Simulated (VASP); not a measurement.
Runs of VASP 6.6.1 on KBr. The structure is hexagonal, space group P6_3/mmc (No. 194). The conventional cell has a = 4.559 Å, b = 4.559 Å, c = 8.020 Å, α = 90.00°, β = 90.00°, γ = 120.00°. K (site symmetry -3m) has 6 Br at 3.31 Å and 2 K at 4.01 Å within 4.4 Å. Br (site symmetry -6m2) has 6 K at 3.31 Å within 4.4 Å. 

```tsv
level	potentials or basis	k mesh	gap on the mesh (eV)	pressure (GPa)
LDA	VASP PAW LDA potentials, release 64 (K_sv, Br)	6 × 6 × 4	3.96	-1.6
LDA	VASP PAW LDA potentials, release 64 (K_sv, Br)	12 × 12 × 4	3.96	-1.6
r2SCAN	VASP PAW PBE potentials, release 64 (K_sv, Br)	6 × 6 × 4	5.00	0.0
PBE	VASP PAW PBE potentials, release 64 (K_sv, Br)	6 × 6 × 4	4.35	(a)
```

Alike in all rows: task single point; no spin polarisation; cell as given; cutoff (eV) 520; smearing gaussian 0.01 eV.

Question: Fill in the values left out.

Answer: (a) 0.7.

Caveats: the PAW data sets were made with another functional, which shifts forces and pressure a little (some runs).

A k mesh can miss the band edges, and the runs leave out spin-orbit coupling on Br.
